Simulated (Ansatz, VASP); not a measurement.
# HfO2 in VASP and in Ansatz

Contents of POSCAR:

```
HfO2
1.0
    0.0000000000      2.5291822339      2.5291822339
    2.5291822339      0.0000000000      2.5291822339
    2.5291822339      2.5291822339      0.0000000000
Hf O
1 2
Direct
    0.0000000000      0.0000000000      0.0000000000
    0.7500000000      0.7500000000      0.7500000000
    0.2500000000      0.2500000000      0.2500000000
```

INCAR.step1

```
SYSTEM = HfO2
PREC     = Accurate       ! precision mode
ENCUT    = 520            ! plane-wave cutoff, eV
EDIFF    = 1E-5           ! SCF threshold, eV
ISMEAR   = 0              ! smearing method
SIGMA    = 0.01           ! smearing width, eV
LREAL    = .FALSE.        ! projectors in reciprocal space
LASPH    = .TRUE.         ! aspherical terms in the spheres
NELM     = 60             ! most SCF steps
ALGO     = Normal         ! electronic algorithm
ISIF     = 2              ! what is computed and relaxed
LWAVE    = .TRUE.         ! write WAVECAR
LCHARG   = .FALSE.        ! write CHGCAR
GGA      = PE             ! functional
NBANDS   = 18             ! bands
```

INCAR.step2

```
SYSTEM = HfO2
PREC     = Accurate       ! precision mode
ENCUT    = 520            ! plane-wave cutoff, eV
EDIFF    = 1E-7           ! SCF threshold, eV
ISMEAR   = 0              ! smearing method
SIGMA    = 0.01           ! smearing width, eV
LREAL    = .FALSE.        ! projectors in reciprocal space
LASPH    = .TRUE.         ! aspherical terms in the spheres
NELM     = 60             ! most SCF steps
ALGO     = Normal         ! electronic algorithm
ISIF     = 2              ! what is computed and relaxed
LWAVE    = .FALSE.        ! write WAVECAR
LCHARG   = .FALSE.        ! write CHGCAR
GGA      = PE             ! functional
LHFCALC  = .TRUE.         ! exact exchange
HFSCREEN = 0.2079         ! screening, 1/A
PRECFOCK = Normal       
ISTART   = 1            
NBANDS   = 18             ! bands
```

File KPOINTS:

```
Automatic mesh
0
G
  6 6 6
  0 0 0
```

Input for Ansatz:

```yaml
crystal:
  lattice:
    - [0.0, 2.5291822339, 2.5291822339]
    - [2.5291822339, 0.0, 2.5291822339]
    - [2.5291822339, 2.5291822339, 0.0]
  atoms:
    - { symbol: Hf, position: [0.0, 0.0, 0.0] }
    - { symbol: O, position: [0.75, 0.75, 0.75] }
    - { symbol: O, position: [0.25, 0.25, 0.25] }
kpoints:
  mp_grid: { grid: [6, 6, 6] }
  band_path:
    path:
      - [0.0, 0.0, 0.0]
      - [0.5, 0.0, 0.5]
      - [0.625, 0.25, 0.625]
      - [0.375, 0.375, 0.75]
      - [0.5, 0.5, 0.5]
      - [0.5, 0.25, 0.75]
      - [0.0, 0.5, 0.5]
    npoints: 1
hamiltonian:
  xc: hse06
scf:
  occupations: { method: fixed }
  n_extra_bands: 4
output:
  forces: true
  stress: true
  eigenvalues: true
  write_density: true
  write_potential: true
  elf: true
  volumetric_format: npy
```

Alike in both runs: task single point; functional HSE06; k mesh 6 × 6 × 6; no spin polarisation.

|  | VASP | Ansatz |
| --- | --- | --- |
| version | VASP 6.6.1 | Ansatz 0.2.0 |
| potentials or method | VASP PAW PBE potentials, release 64 (Hf_pv, O) | plane waves, PAW |
| plane-wave cutoff (eV) | 520 | 420 |
| occupations | gaussian, width 0.01 eV | fixed |
| valence electrons in the cell | 22 | 38 |

Ansatz gave:

```
gap on the k mesh at the Fermi level (eV) : 5.41
pressure (GPa)                            : -0.4
```

**Question.** Which values does VASP return?

**Answer.** gap on the k mesh at the Fermi level (eV): 5.36; pressure (GPa): -5.3.

One of these differences is far larger than is usual between the two programs; its cause wasn't traced. VASP's potentials hold 22 valence electrons a cell and Ansatz's 38, so a difference there can come from the potentials and not from the codes. Ansatz's warnings: stress exchange threshold loose, stress scf threshold loose.

Spin-orbit coupling is off throughout.
